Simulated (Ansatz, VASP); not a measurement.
**Tl: VASP beside Ansatz**

```
Tl
1.0
     3.53603    0.00000    0.00000
    -1.76802    3.06229    0.00000
     0.00000    0.00000    5.49844
Tl
2
Direct
  0.33333 0.66667 0.25000
  0.66667 0.33333 0.75000
```

Alike in both runs: task single point; functional RPBE; k mesh 16 × 16 × 9; occupations fermi-dirac, width 0.1 eV; no spin polarisation.

|  | VASP | Ansatz |
| --- | --- | --- |
| version | VASP 6.6.1 | Ansatz 0.2.0 |
| potentials or method | VASP PAW PBE potentials, release 64 (Tl_d), cutoff 520 eV | plane waves (420 eV) with PAW, scalar-relativistic |
| valence electrons in the cell | 26 | 26 |

```csv
,VASP,Ansatz,Ansatz less VASP
pressure (GPa),3.5,3.6,+0.07
"traceless stress, the component that is largest in VASP (GPa)",0.51,0.51,+0.002
```

VASP's potentials were made for PBE, not for RPBE.

Spin-orbit coupling is off throughout.
